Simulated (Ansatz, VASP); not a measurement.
**Ti: VASP beside Ansatz**

```xyz
2
Lattice="3.0385 0.0000 0.0000 -1.5192 2.6314 0.0000 0.0000 0.0000 4.6860" Properties=species:S:1:pos:R:3 pbc="T T T"
Ti    0.0000    1.7543    1.1715
Ti    1.5192    0.8771    3.5145
```

Change from the starting cell: equal xx and yy strain of +3 %, crystal datasets.

Alike in both runs: task electric field gradients; functional PBEsol; k mesh 13 × 13 × 7; occupations fermi-dirac, width 0.08 eV; no spin polarisation.

```csv
,VASP,Ansatz
version,VASP 6.6.1,Ansatz 0.2.0
potentials or method,"VASP PAW PBE potentials, release 64 (Ti_sv), cutoff 400 eV","all-electron PAW with datasets made for the crystal, scalar-relativistic"
```

```tsv
	VASP	Ansatz	Ansatz less VASP
pressure (GPa)	-11.6	-10.9	+0.74
traceless stress, the component that is largest in VASP (GPa)	1.42	1.43	+0.008
size of Vzz on the site where it differs most (V/Å²)	18.6	19.9	+1.37
```

VASP's potentials were made for PBE, not for PBEsol. Ansatz ran all-electron here, and VASP with PAW potentials.
